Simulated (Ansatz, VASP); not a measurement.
## Hf2Si in VASP and in Ansatz

```
CELL_PARAMETERS angstrom
-3.27535 3.27535 2.58282
3.27535 -3.27535 2.58282
3.27535 3.27535 -2.58282
ATOMIC_POSITIONS crystal
Hf 0.84351 0.65649 0.50000
Hf 0.34351 0.84351 0.18703
Hf 0.15649 0.34351 0.50000
Hf 0.65649 0.15649 0.81297
Si 0.75000 0.75000 0.00000
Si 0.25000 0.25000 0.00000
```

Alike in both runs: task single point; functional r2SCAN; k mesh 10 × 10 × 10; occupations fermi-dirac, width 0.2 eV; no spin polarisation.

```csv
,VASP,Ansatz
version,VASP 6.6.1,Ansatz 0.2.0
potentials or method,"VASP PAW PBE potentials, release 64 (Hf_pv, Si), cutoff 520 eV","scalar-relativistic, plane waves, PAW"
valence electrons in the cell,48,112
```

|  | VASP | Ansatz | Ansatz less VASP |
| --- | --- | --- | --- |
| gap on the k mesh at the Fermi level (eV) | none | none | - |
| pressure (GPa) | 0.1 | 0.7 | +0.52 |
| traceless stress, the component that is largest in VASP (GPa) | 0.38 | 0.41 | +0.033 |
| rms of the force components (eV/Å) | 0.054 | 0.059 | +0.0049 |

VASP's potentials were made for PBE, not for r2SCAN. Atom by atom the forces differ by 0.005 eV/Å (rms over components). A gap of «none» marks a metal or a gap that the smearing closes. The functional is the same, so the differences come from potentials, cutoffs and numerics. VASP's potentials hold 48 valence electrons a cell and Ansatz's 112, so a difference there can come from the potentials and not from the codes.

Spin-orbit coupling is off throughout.
